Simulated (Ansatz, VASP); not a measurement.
# One calculation of SiC, two programs

The input INCAR:

```
ALGO = Normal
EDIFF = 1E-7
ENCUT = 520
GGA = PS
ISIF = 2
ISMEAR = 0
LASPH = True
LCHARG = False
LREAL = False
LWAVE = False
NBANDS = 11
NELM = 80
PREC = Accurate
SIGMA = 0.05
```

File KPOINTS:

```
k-points
0
Gamma
  10 10 10
```

POSCAR

```
SiC
1.0
    0.0000000000      2.1783895848      2.1783895848
    2.1783895848      0.0000000000      2.1783895848
    2.1783895848      2.1783895848      0.0000000000
Si C
1 1
Direct
   -0.0023558652      0.0070675955      0.0023558652
    0.7555086565      0.7334740304      0.7444913435
```

Input for Ansatz:

```yaml
crystal:
  lattice:
    - [0.0, 2.1783895848, 2.1783895848]
    - [2.1783895848, 0.0, 2.1783895848]
    - [2.1783895848, 2.1783895848, 0.0]
  atoms:
    - { symbol: Si, position: [-0.0023558652, 0.0070675955, 0.0023558652] }
    - { symbol: C, position: [0.7555086565, 0.7334740304, 0.7444913435] }
basis:
  ecutwfc: 520.0
kpoints:
  mp_grid: { grid: [10, 10, 10] }
hamiltonian:
  xc: pbesol
scf:
  occupations: { method: gaussian, width: 0.05 }
output:
  forces: true
  stress: true
  eigenvalues: true
```

Change from the starting cell: mode 4 frozen in at -0.048 Å and mode 5 at -0.024 Å (largest displacements).

Alike in both runs: task single point; functional PBEsol; k mesh 10 × 10 × 10; occupations gaussian, width 0.05 eV; no spin polarisation.

```csv
,VASP,Ansatz
version,VASP 6.6.1,Ansatz 0.2.0
potentials or method,"VASP PAW PBE potentials, release 64 (Si, C), cutoff 520 eV","scalar-relativistic, plane waves, PAW"
valence electrons in the cell,8,8
```

|  | VASP | Ansatz | Ansatz less VASP |
| --- | --- | --- | --- |
| gap on the k mesh at the Fermi level (eV) | 0.87 | 0.88 | +0.009 |
| least direct gap on the mesh (eV) | 4.27 | 4.28 | +0.008 |
| pressure (GPa) | 1.1 | 0.7 | -0.35 |
| traceless stress, the component that is largest in VASP (GPa) | -4.61 | -4.55 | +0.062 |
| rms of the force components (eV/Å) | 0.855 | 0.852 | -0.0026 |

VASP's potentials were made for PBE, not for PBEsol. Atom by atom the forces differ by 0.003 eV/Å (rms over components). With one functional, cell and mesh, what is left measures potentials, basis and numerics.
